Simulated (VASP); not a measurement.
## Sc4Al: single point with PBE

Sc4Al:

```xyz
5
Lattice="2.3299 1.3452 4.7559 -2.3299 1.3452 4.7559 0.0000 -2.6904 4.7559" Properties=species:S:1:pos:R:3 pbc="T T T"
Sc    0.0000    0.0000    9.9875
Sc    0.0000    0.0000    1.4268
Sc    0.0000    0.0000   12.8410
Sc    0.0000    0.0000    4.2803
Al    0.0000    0.0000    7.1339
```

| Quantity | Value |
| --- | --- |
| Program | VASP 6.6.1 |
| Task | single point |
| Functional | PBE |
| Potentials or basis | VASP PAW PBE potentials, release 64 (Sc_sv, Al) |
| Cutoff | 520 eV |
| k mesh | 6 × 6 × 6 |
| Occupations | gaussian, width 0.1 eV |
| Spin | no spin polarisation |
| Dipole correction | no |
| Further INCAR settings | ALGO = Fast; EDIFF = 1e-06; NBANDS = 32 |

- Pressure: 20.3 GPa
- Largest force: 0.895 eV/Å

Forces in eV/Å, atoms in the order of the input:
```
Sc   0.000  0.000 -0.895
Sc   0.000  0.000  0.313
Sc   0.000  0.000 -0.313
Sc   0.000  0.000  0.895
Al   0.000  0.000  0.000
```

Stress tensor (GPa, compression positive):
```
18.33  0.00  0.00
 0.00 18.33  0.00
 0.00  0.00 24.30
```

Levels at points of the mesh, in eV from the Fermi level:
| k point | band 20 | band 21 | band 22 | band 23 | band 24 | band 25 | band 26 | band 27 |
| --- | --- | --- | --- | --- | --- | --- | --- | --- |
| (0.00, 0.00, 0.00) | -1.84 | -1.05 | -0.56 | -0.56 | -0.09 | -0.09 | 0.44 | 0.44 |
| (0.50, 0.00, 0.00) | -1.63 | -1.58 | -0.16 | 0.01 | 0.06 | 0.24 | 0.60 | 0.65 |
| (0.50, 0.50, 0.00) | -1.95 | -1.08 | -1.07 | -0.13 | -0.07 | 0.41 | 0.47 | 0.52 |
| (0.50, 0.50, 0.50) | -1.59 | -1.41 | -1.41 | -0.90 | 0.20 | 0.37 | 0.37 | 0.69 |

Run time: 2.7 min on 1 thread of Intel(R) Xeon(R) Platinum 8375C CPU @ 2.90GHz (Ice Lake), on a shared host, peak memory 0.29 GiB.
